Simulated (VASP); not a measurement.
Input of a VASP 6.6.1 run:

The input INCAR:

```
SYSTEM = K
ALGO = Fast
EDIFF = 1E-6
ENCUT = 520
GGA = PS
ISIF = 2
ISMEAR = 0
LASPH = .TRUE.
LCHARG = .FALSE.
LREAL = .FALSE.
LWAVE = .FALSE.
NBANDS = 20
NELM = 80
PREC = Accurate
SIGMA = 0.1
```

The input KPOINTS:

```
k-points
0
G
  6 6 6
  0 0 0
```

File POSCAR:

```
K
1.0
    1.8140535892      1.0473443280      8.8778048515
   -1.8140535892      1.0473443280      8.8778048515
    0.0000000000     -2.0946886561      8.8778048515
K
3
Direct
    0.0000000000      0.0000000000      0.0000000000
    0.7776871195      0.7776871195      0.7776871195
    0.2223128805      0.2223128805      0.2223128805
```

Potentials or basis: VASP PAW PBE potentials, release 64 (K_sv).

Run with:

```sh
$ cat potpaw_PBE.64/K_sv/POTCAR > POTCAR
$ mpirun -np 1 vasp_std > vasp.out
```

Question: Estimate the largest force.

Answer: 0.009 eV/Å.

Question: What does it give for the band gap on the k mesh?

Answer: Zero (an odd number of electrons rules out a gap without spin polarisation).

Question: Predict the pressure.

Answer: 10.8 GPa.

Forces in eV/Å, atoms in the order of the input:
```
K    0.000  0.000  0.000
K    0.000  0.000  0.009
K    0.000  0.000 -0.009
```

Caveat: the cell stands under pressure; the PAW data sets were made with another functional, which shifts forces and pressure a little.
